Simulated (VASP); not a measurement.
Runs of VASP 6.6.1 on KBr. The structure is that of space group Fm-3m (No. 225), or close to it. The cells are those of the table. 

```tsv
cell	gap on the mesh (eV)	pressure (GPa)
a = 4.354, b = 4.354, c = 4.261 Å, angles 60.7, 60.7, 58.6°, 2 atoms	(b)	5.7
a = 5.002 Å, angles 60.0°, 2 atoms	3.84	-2.0
a = 4.261 Å, angles 60.0°, 2 atoms	5.09	7.4
a = 4.540, b = 4.540, c = 4.446 Å, angles 60.7, 60.7, 58.6°, 2 atoms	(c)	1.7
a = 4.817 Å, angles 60.0°, 2 atoms	(a)	-1.3
a = 4.446 Å, angles 60.0°, 2 atoms	4.67	2.7
```

Alike in all rows: task single point; level PBEsol; potentials or basis VASP PAW PBE potentials, release 64 (K_sv, Br); no spin polarisation; k mesh 6 × 6 × 6; cutoff (eV) 520; smearing gaussian 0.05 eV.

Problem. Fill in the values left out.

Solution. (a) 4.06; (b) 4.90; (c) 4.53.

Caveats: the PAW data sets were made with another functional, which shifts forces and pressure a little; the cell stands under pressure (at least some runs).

A k mesh can miss the band edges, and the runs leave out spin-orbit coupling on Br.
